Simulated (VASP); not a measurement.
Write the native input for VASP 6.6.1 that does the following.

| Quantity | Value |
| --- | --- |
| Task | single point |
| Functional | r2SCAN |
| Potentials or basis | VASP PAW PBE potentials, release 64 (La, Mg) |
| Cutoff | 520 eV |
| k mesh | 3 × 3 × 3 |
| Occupations | fermi-dirac, width 0.1 eV |
| Spin | no spin polarisation |
| Dipole correction | no |
| Further INCAR settings | ALGO = Normal; EDIFF = 1e-07; NBANDS = 26 |

Crystal: La3Mg.

```
La Mg
1.0
     5.13910    0.00000    0.00000
     0.00000    5.13910    0.00000
     0.00000    0.00000    5.13910
La Mg
3 1
Direct
  0.50275 0.49895 0.99892
  0.50137 0.99604 0.50072
  0.00276 0.49680 0.49688
  0.00226 0.99781 0.00054
```

The input as run:

POSCAR

```
La3Mg
1.0
    5.1390950000      0.0000000000      0.0000000000
    0.0000000000      5.1390950000      0.0000000000
    0.0000000000      0.0000000000      5.1390950000
La Mg
3 1
Direct
    0.5027465960      0.4989454019     -0.0010781809
    0.5013743549     -0.0039571371      0.5007245801
    0.0027635641      0.4967986768      0.4968763188
    0.0022646658     -0.0021930967      0.0005374261
```

INCAR.step1

```
ALGO = Normal
EDIFF = 1E-4
ENCUT = 520
GGA = PE
ISMEAR = -1
LASPH = True
LCHARG = False
LREAL = False
LWAVE = True
NBANDS = 26
NELM = 100
PREC = Accurate
SIGMA = 0.1
```

INCAR.step2

```
ALGO = Normal
EDIFF = 1E-7
ENCUT = 520
ISIF = 2
ISMEAR = -1
ISTART = 1
LASPH = True
LCHARG = False
LMIXTAU = True
LREAL = False
LWAVE = False
METAGGA = R2SCAN
NBANDS = 26
NELM = 100
PREC = Accurate
SIGMA = 0.1
```

KPOINTS

```
k-points
0
Gamma
  3 3 3
```

Potentials or basis: VASP PAW PBE potentials, release 64 (La, Mg).

Launch:

```console
$ cat potpaw_PBE.64/La/POTCAR potpaw_PBE.64/Mg/POTCAR > POTCAR
$ cp INCAR.step1 INCAR
$ mpirun -np 1 vasp_std > vasp.out
$ cp INCAR.step2 INCAR
$ mpirun -np 1 vasp_std > vasp.out
```

It gave:

```
Pressure      : 0.0 GPa
Largest force : 0.027 eV/Å
```

Caveat: the k points lie up to 0.41 Å⁻¹ apart; the PAW data sets were made with another functional, which shifts forces and pressure a little.

It took 5.5 min on 1 thread of Intel Xeon 6975P-C, on a shared host, peak memory 0.29 GiB.
